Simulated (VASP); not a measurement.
CoO, 2 atoms in the cell. The structure is trigonal, space group R-3m (No. 166). Conventional cell: a = 2.970 Å, b = 2.970 Å, c = 7.221 Å, α = 90.00°, β = 90.00°, γ = 120.00°. Co (site symmetry -3m) has 6 O at 2.10 Å within 2.8 Å. Within 2.8 Å of O (site symmetry -3m) lie 6 Co at 2.10 Å. 

| Quantity | Value |
| --- | --- |
| Program | VASP 6.6.1 |
| Task | single point |
| Functional | r2SCAN |
| Potentials or basis | VASP PAW PBE potentials, release 64 (Co, O) |
| Cutoff | 520 eV |
| k mesh | 11 × 11 × 11 |
| Occupations | fermi-dirac, width 0.05 eV |
| Spin | collinear spin, ferromagnetic start |
| Starting moments | [2.0, 0.0] μB |
| Dipole correction | no |
| Further INCAR settings | ALGO = Normal; EDIFF = 1e-06; NBANDS = 18 |

Potentials or basis: VASP PAW PBE potentials, release 64 (Co, O).

Run with:

```bash
$ cat potpaw_PBE.64/Co/POTCAR potpaw_PBE.64/O/POTCAR > POTCAR
$ cp INCAR.step1 INCAR
$ mpirun -np 1 vasp_std > vasp.out
$ cp INCAR.step2 INCAR
$ mpirun -np 1 vasp_std > vasp.out
```

Hardware: 1 thread of Intel(R) Xeon(R) Platinum 8259CL CPU @ 2.50GHz (Skylake/Cascade Lake) (shared host).

Question: Estimate the wall time of this run.

Answer: Run time: 5.8 min on 1 thread of Intel(R) Xeon(R) Platinum 8259CL CPU @ 2.50GHz (Skylake/Cascade Lake), on a shared host, peak memory 0.21 GiB. Counts: k points 146.
